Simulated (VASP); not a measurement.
# InSe2 (P4/nmm) in VASP: single point with PBEsol

Aim: the single point of InSe2 with PBEsol.

All numbers are computed with VASP 6.6.1; they aren't measurements. Logs are shortened: lines on timing, memory, paths and dates and some standing lists are left out, and cuts for length are marked.

## (1) The cell of the first run

Symmetry: P4/nmm, No. 129, tetragonal system. Conventional cell: a = 3.833 Å, b = 3.833 Å, c = 9.341 Å, α = 90.00°, β = 90.00°, γ = 90.00°. Within 3.9 Å of In (site symmetry 4mm) lie 9 Se at 2.79 to 3.36 Å and 4 In at 3.83 Å. Se (site symmetry 4mm) has 5 In at 2.79 to 3.16 Å and 12 Se at 3.68 to 3.93 Å within 4.0 Å. Within 3.6 Å of Se (site symmetry -4m2) lie 4 Se at 2.71 Å and 4 In at 3.36 Å.

## (2) Single point, PBEsol

File INCAR:

```
ALGO     = Normal         # electronic algorithm
EDIFF    = 1E-7           # SCF threshold, eV
ENCUT    = 520            # plane-wave cutoff, eV
GGA      = PS             # functional
ISIF     = 2              # what is computed and relaxed
ISMEAR   = 0              # smearing method
LASPH    = True           # aspherical terms in the spheres
LCHARG   = False          # write CHGCAR
LREAL    = False          # projectors in reciprocal space
LWAVE    = False          # write WAVECAR
NBANDS   = 62             # bands
NELM     = 80             # most SCF steps
PREC     = Accurate       # precision mode
SIGMA    = 0.15           # smearing width, eV
```

File KPOINTS:

```
k-points
0
Gamma
  12 12 3
```

File POSCAR:

```
InSe2
1.0
   -3.8327851333      0.0000000000      0.0000000000
    0.0000000000     -3.8327851333      0.0000000000
    0.0000000000      0.0000000000     18.6810267597
In Se
4 8
Direct
    1.0000000000      0.5000000000      0.3525574429
    1.0000000000      0.5000000000      0.8525574429
    0.5000000000      1.0000000000      0.1474425571
    0.5000000000      1.0000000000      0.6474425571
    0.0000000000      0.5000000000      0.1834939589
    0.0000000000      0.5000000000      0.6834939589
    0.5000000000      1.0000000000      0.3165060411
    0.5000000000      1.0000000000      0.8165060411
    1.0000000000      1.0000000000      0.5000000000
    1.0000000000      1.0000000000      0.0000000000
    0.5000000000      0.5000000000      0.5000000000
    0.5000000000      0.5000000000      0.0000000000
```

Potentials or basis: VASP PAW PBE potentials, release 64 (In_d, Se).

Run with:

```bash
> cat potpaw_PBE.64/In_d/POTCAR potpaw_PBE.64/Se/POTCAR > POTCAR
> mpirun -np 1 vasp_std > vasp.out
```

OUTCAR:

```text
EDIFF = 1E-7
   ENCUT = 520
   GGA = PS
   ISIF = 2
   ISMEAR = 0
   LASPH = True
   LREAL = False
   NELM = 80
   PREC = Accurate

 ion  position               nearest neighbor table
   1  0.000  0.500  0.353-   7 2.79   7 2.79   7 2.79   7 2.79   5 3.16   9 3.36  11 3.36  11 3.36
                             9 3.36
   2  0.000  0.500  0.853-   8 2.79   8 2.79   8 2.79   8 2.79   6 3.16  10 3.36  12 3.36  12 3.36
                            10 3.36
   3  0.500  0.000  0.147-   5 2.79   5 2.79   5 2.79   5 2.79   7 3.16  12 3.36  12 3.36  10 3.36
                            10 3.36
   4  0.500  0.000  0.647-   6 2.79   6 2.79   6 2.79   6 2.79   8 3.16  11 3.36  11 3.36   9 3.36
                             9 3.36
   5  0.000  0.500  0.183-   3 2.79   3 2.79   3 2.79   3 2.79   1 3.16
   6  0.000  0.500  0.683-   4 2.79   4 2.79   4 2.79   4 2.79   2 3.16
   7  0.500  0.000  0.317-   1 2.79   1 2.79   1 2.79   1 2.79   3 3.16
   8  0.500  0.000  0.817-   2 2.79   2 2.79   2 2.79   2 2.79   4 3.16
   9  0.000  0.000  0.500-  11 2.71  11 2.71  11 2.71  11 2.71   4 3.36   4 3.36   1 3.36   1 3.36
[... 11 lines left out ...]
  Lattice vectors:

 A1 = (  -3.8327851333,   0.0000000000,   0.0000000000)
 A2 = (   0.0000000000,  -3.8327851333,   0.0000000000)
 A3 = (   0.0000000000,   0.0000000000,  18.6810267597)

Analysis of symmetry for initial positions (statically):
=====================================================================
 Subroutine PRICEL returns following result:

  LATTYP: Found a simple tetragonal cell.
 ALAT       =     3.8327851333
 C/A-ratio  =     2.4370041771

  Lattice vectors:

 A1 = (  -3.8327851333,   0.0000000000,   0.0000000000)
 A2 = (   0.0000000000,  -3.8327851333,   0.0000000000)
 A3 = (   0.0000000000,   0.0000000000,   9.3405133798)

   2 primitive cells build up your supercell.

 Routine SETGRP: Setting up the symmetry group for a
 simple tetragonal supercell.

 Subroutine GETGRP returns: Found 16 space group operations
 (whereof  8 operations were pure point group operations)
 out of a pool of 16 trial point group operations.

The static configuration has the point symmetry D_2d.
 The point group associated with its full space group is D_4h.

Analysis of symmetry for dynamics (positions and initial velocities):
=====================================================================
 Subroutine PRICEL returns following result:

  LATTYP: Found a simple tetragonal cell.
 ALAT       =     3.8327851333
 C/A-ratio  =     2.4370041771

  Lattice vectors:

 A1 = (  -3.8327851333,   0.0000000000,   0.0000000000)
 A2 = (   0.0000000000,  -3.8327851333,   0.0000000000)
 A3 = (   0.0000000000,   0.0000000000,   9.3405133798)

   2 primitive cells build up your supercell.

 Routine SETGRP: Setting up the symmetry group for a
 simple tetragonal supercell.

 Subroutine GETGRP returns: Found 16 space group operations
 (whereof  8 operations were pure point group operations)
 out of a pool of 16 trial point group operations.

The dynamic configuration has the point symmetry D_2d.
 The point group associated with its full space group is D_4h.

 Subroutine INISYM returns: Found 16 space group operations
 (whereof  8 operations are pure point group operations),
 and found     2 'primitive' translations

----------------------------------------------------------------------------------------

                                     Primitive cell

  volume of cell :     137.2144

  direct lattice vectors                    reciprocal lattice vectors
    -3.832785133  0.000000000  0.000000000    -0.260906877  0.000000000  0.000000000
     0.000000000 -3.832785133  0.000000000     0.000000000 -0.260906877  0.000000000
     0.000000000  0.000000000  9.340513380     0.000000000  0.000000000  0.107060496

  length of vectors
     3.832785133  3.832785133  9.340513380     0.260906877  0.260906877  0.107060496

  position of ions in fractional coordinates (direct lattice)
     0.000000000  0.500000000  0.705114886
     0.500000000  0.000000000  0.294885114
     0.000000000  0.500000000  0.366987918
     0.500000000  0.000000000  0.633012082
     0.000000000  0.000000000  0.000000000
     0.500000000  0.500000000  0.000000000

  ion indices of the primitive-cell ions
   primitive index   ion index
                 1           1
                 2           3
                 3           5
                 4           7
                 5           9
                 6          11

----------------------------------------------------------------------------------------

 KPOINTS: k-points

Automatic generation of k-mesh.
 Grid dimensions read from file:
 generate k-points for:   12   12    3

 Generating k-lattice:

  Cartesian coordinates                     Fractional coordinates (reciprocal lattice)
    -0.021742240  0.000000000  0.000000000     0.083333333  0.000000000  0.000000000
     0.000000000 -0.021742240  0.000000000     0.000000000  0.083333333  0.000000000
     0.000000000  0.000000000  0.017843416     0.000000000  0.000000000  0.333333333

  Length of vectors
     0.021742240  0.021742240  0.017843416

  Shift w.r.t. Gamma in fractional coordinates (k-lattice)
     0.000000000  0.000000000  0.000000000

 Subroutine IBZKPT returns following result:
 ===========================================

 Found     56 irreducible k-points:

 Following reciprocal coordinates:
            Coordinates               Weight
  0.000000  0.000000  0.000000      1.000000
  0.083333  0.000000  0.000000      4.000000
  0.166667  0.000000  0.000000      4.000000
  0.250000  0.000000  0.000000      4.000000
  0.333333  0.000000  0.000000      4.000000
  0.416667  0.000000  0.000000      4.000000
[... 16 lines left out ...]
  0.333333  0.333333  0.000000      4.000000
  0.416667  0.333333  0.000000      8.000000
 [... further k-points ...]
   k-points           NKPTS =     56   k-points in BZ     NKDIM =     56   number of bands    NBANDS=     62
   number of dos      NEDOS =    301   number of ions     NIONS =     12
   total plane-waves  NPLWV = 126000
   dimension x,y,z NGX =    30 NGY =   30 NGZ =  140
   dimension x,y,z NGXF=    60 NGYF=   60 NGZF=  280
   ions per type =               4   8
   NGX,Y,Z   is equivalent  to a cutoff of  13.01, 13.01, 12.46 a.u.
   NGXF,Y,Z  is equivalent  to a cutoff of  26.02, 26.02, 24.92 a.u.
 SYSTEM =  unknown system
   PREC   = accura    normal or accurate (medium, high low for compatibility)
   ISTART =      0    job   : 0-new  1-cont  2-samecut
   ICHARG =      2    charge: 1-file 2-atom 10-const
   ISPIN  =      1    spin polarized calculation?
   LNONCOLLINEAR =      F non collinear calculations
   LSORBIT =      F    spin-orbit coupling
   LASPH  =      T    aspherical Exc in radial PAW
   ENCUT  =  520.0 eV  38.22 Ry    6.18 a.u.   7.13  7.13 34.73*2*pi/ulx,y,z
   NELM   =     80;   NELMIN=  2; NELMDL= -5     # of ELM steps
   EDIFF  = 0.1E-06   stopping-criterion for ELM
   LREAL  =      F    real-space projection
   EDIFFG = 0.1E-05   stopping-criterion for IOM
   NSW    =      0    number of steps for IOM
   IBRION =     -1    ionic relax: 0-MD 1-quasi-New 2-CG
   NFREE  =      0    steps in history (QN), initial steepest desc. (CG)
   ISIF   =      2    stress and relaxation
   ISYM   =      2    0-nonsym 1-usesym 2-fastsym
   POTIM  = 0.5000    time-step for ionic-motion
   TEBEG  =    0.0;   TEEND  =   0.0 temperature during run
   PSTRESS=    0.0 pullay stress
   NELECT =     100.0000    total number of electrons
   NUPDOWN=      -1.0000    fix difference up-down
   EMIN   =  10.00;   EMAX   =-10.00  energy-range for DOS
   EFERMI =   0.00;   METHOD = LEGACY
   ISMEAR =     0;   SIGMA  =   0.15  broadening in eV -4-tet -1-fermi 0-gaus
   EFERMI_NEDOS =   21; number of points for ismear=-14 and -15
   IALGO  =     38    algorithm
   IMIX   =      4    mixing-type and parameters
     AMIX     =   0.40;   BMIX     =  1.00
     AMIX_MAG =   1.60;   BMIX_MAG =  1.00
  volume/ion in A,a.u.               =      22.87       154.33
  Fermi-wavevector in a.u.,A,eV,Ry     =   1.169315  2.209685 18.603220  1.367298
  Thomas-Fermi vector in A             =   2.305790
   LORBIT       =      0    0 simple, 1 ext, 2 COOP (PROOUT), +10 PAW based schemes
   GGA     = PS    functional components
   LHFCALC =     F    Hartree Fock is set to
   AEXX    =    0.0000 exact exchange contribution
   IVDW    =     0    specifies the selected vdW correction
   LEPSILON=     F    determine dielectric tensor
   LRPA    =     F    only Hartree local field effects (RPA)
 non-spin polarized calculation
 Gauss-broadening in eV      SIGMA  =   0.15
  energy-cutoff  :      520.00
  volume of cell :      274.43
 maximum number of plane-waves:      7432
 NGX is ok and might be reduce to    30
   NGX = 15   NGY = 15   NGZ = 69

 number of electron     100.0000000 magnetization

 number of electron      99.9999969 magnetization

 Free energy of the ion-electron system (eV)
  ---------------------------------------------------
  ext. energy  EPLUGINS =         0.00000000
  ---------------------------------------------------
  free energy    TOTEN  =       -45.52878425 eV

  energy without entropy =      -45.49776262  energy(sigma->0) =      -45.51327344

 E-fermi :   5.5218     XC(G=0): -10.3359

 val. band max:        5.4999461027   @ k =   0.4167   0.2500   0.0000
 cond. band min:       5.5248874848   @ k =   0.4167   0.2500   0.3333
 fundamental gap:      0.0249413821
 Fermi energy:         5.5217618199

 k-point     1 :       0.0000    0.0000    0.0000
  band No.  band energies     occupation
      1      -9.8910      2.00000
      2      -9.8820      2.00000
      3      -9.0894      2.00000
      4      -9.0851      2.00000
      5      -9.0264      2.00000
      6      -9.0248      2.00000
[... 1549 lines left out ...]
     61       9.9410      0.00000
     62      10.4356      0.00000

 [... further k-points ...]

------------------------ aborting loop because EDIFF is reached ----------------------------------------

  FORCE on cell =-STRESS in cart. coord.  units (eV):
  Direction    XX          YY          ZZ          XY          YZ          ZX
  --------------------------------------------------------------------------------------
  -------------------------------------------------------------------------------------
  Total       -0.2414927     -0.2414927      0.1817609      0.0000000      0.0000000      0.0000000
  in kB       -1.4098891     -1.4098891      1.0611610      0.0000000      0.0000000      0.0000000
  external PRESSURE =      -0.5862057 kB  Pullay stress =       0.0000000 kB

 VOLUME and BASIS-vectors are now :
 -----------------------------------------------------------------------------
  energy-cutoff  :      520.00
  volume of cell :      274.43
      direct lattice vectors                 reciprocal lattice vectors
    -3.832785133  0.000000000  0.000000000    -0.260906877  0.000000000  0.000000000
     0.000000000 -3.832785133  0.000000000     0.000000000 -0.260906877  0.000000000
     0.000000000  0.000000000 18.681026760     0.000000000  0.000000000  0.053530248

 POSITION                                       TOTAL-FORCE (eV/Angst)
 -----------------------------------------------------------------------------------
      0.00000     -1.91639      6.58614         0.000000     -0.000000     -0.014718
      0.00000     -1.91639     15.92665        -0.000000     -0.000000     -0.014718
     -1.91639      0.00000      2.75438         0.000000      0.000000      0.014718
     -1.91639      0.00000     12.09489        -0.000000      0.000000      0.014718
      0.00000     -1.91639      3.42786         0.000000     -0.000000     -0.014380
      0.00000     -1.91639     12.76837         0.000000      0.000000     -0.014380
     -1.91639      0.00000      5.91266         0.000000     -0.000000      0.014380
     -1.91639      0.00000     15.25317         0.000000      0.000000      0.014380
      0.00000      0.00000      9.34051         0.000000     -0.000000      0.000000
      0.00000      0.00000      0.00000         0.000000     -0.000000      0.000000
     -1.91639     -1.91639      9.34051        -0.000000      0.000000      0.000000
     -1.91639     -1.91639      0.00000        -0.000000      0.000000     -0.000000
 -----------------------------------------------------------------------------------
    total drift:                               -0.000000     -0.000000      0.000000

  FREE ENERGIE OF THE ION-ELECTRON SYSTEM (eV)
  ---------------------------------------------------
  free  energy   TOTEN  =       -45.5287842500 eV

  energy  without entropy=      -45.4977626233  energy(sigma->0) =      -45.51327344
```

It took 11 min on 1 thread of AMD EPYC 9R45 (Zen 5), shared host; peak memory 0.77 GiB.

Results:

- Free energy: -45.5288 eV
- Pressure: -0.1 GPa
- Largest force: 0.015 eV/Å
- Band gap on the k mesh: zero (bands 50 and 51 overlap by 1.86 eV)

Forces in eV/Å, atoms in the order of the input:
```
In   0.000  0.000 -0.015
In   0.000  0.000 -0.015
In   0.000  0.000  0.015
In   0.000  0.000  0.015
Se   0.000  0.000 -0.014
Se   0.000  0.000 -0.014
Se   0.000  0.000  0.014
Se   0.000  0.000  0.014
Se   0.000  0.000  0.000
Se   0.000  0.000  0.000
Se   0.000  0.000  0.000
Se   0.000  0.000  0.000
```

Levels at points of the mesh, in eV from the Fermi level:
| k point | band 48 | band 49 | band 50 | band 51 | band 52 | band 53 |
| --- | --- | --- | --- | --- | --- | --- |
| (0.00, 0.00, 0.00) | -0.84 | 0.29 | 0.29 | 0.77 | 0.85 | 2.11 |
| (0.50, 0.00, 0.00) | -0.90 | -0.88 | -0.88 | -0.85 | -0.85 | 1.31 |
| (0.50, 0.50, 0.00) | -1.49 | -1.43 | -1.43 | -0.93 | -0.93 | 2.70 |

Caveat: the PAW data sets were made with another functional, which shifts forces and pressure a little; spin-orbit coupling is left out, which moves the levels of the heavy elements.

The gap in the log of VASP goes by the Fermi energy; the results here count the filled bands.